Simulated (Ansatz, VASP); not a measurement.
# Si5O in VASP and in Ansatz

```xyz
6
Lattice="6.6253 0.0000 0.0000 -3.3126 5.7377 0.0000 0.0000 0.0000 2.6073" Properties=species:S:1:pos:R:3 pbc="T T T"
Si    4.7785    0.0000    0.0000
Si   -2.3893    4.1383    0.0000
Si    0.9234    1.5994    0.0000
Si    0.0000    3.8251    0.0000
Si    3.3126    1.9126    0.0000
O     0.0000    0.0000    0.0000
```

Alike in both runs: functional PBE; k mesh 6 × 6 × 14; occupations gaussian, width 0.1 eV; no spin polarisation.

Ansatz relaxed the structure, and its values are those at the end. VASP's run is a single point on that final structure, the one shown.

|  | VASP | Ansatz |
| --- | --- | --- |
| version | VASP 6.6.1 | Ansatz 0.2.0 |
| potentials or method | VASP PAW PBE potentials, release 64 (Si, O), cutoff 520 eV | scalar-relativistic, plane waves, PAW |
| valence electrons in the cell | 26 | 26 |

```tsv
	VASP	Ansatz	Ansatz less VASP
gap on the k mesh at the Fermi level (eV)	none	none	-
pressure (GPa)	0.0	0.0	+0.03
rms of the force components (eV/Å)	0.005	0.002	-0.0030
```

A gap of «none» marks a metal or a gap that the smearing closes.
